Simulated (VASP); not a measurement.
Crystal: Na2S.

```
CELL_PARAMETERS angstrom
0.00000 3.25544 3.25544
3.25544 0.00000 3.25544
3.25544 3.25544 0.00000
ATOMIC_POSITIONS crystal
Na 0.25000 0.25000 0.25000
Na 0.75000 0.75000 0.75000
S 0.00000 0.00000 0.00000
```

Base run:

- Program: VASP 6.6.1
- Functional: PBE
- Potentials or basis: VASP PAW PBE potentials, release 64 (Na_pv, S)
- Cutoff: 500 eV
- k mesh: 6 × 6 × 6
- Occupations: gaussian, width 0.01 eV
- Spin: no spin polarisation

Its results: band gap on the k mesh 2.53 eV; pressure 0.8 GPa.

Problem. The run is repeated on the same cell with these changes: functional from PBE to r2SCAN; cutoff from 500 eV to 550 eV. What comes out?

Solution. Band gap on the k mesh 3.11 eV; pressure -0.1 GPa.

Caveats: the PAW data sets were made with another functional, which shifts forces and pressure a little (at least some runs).

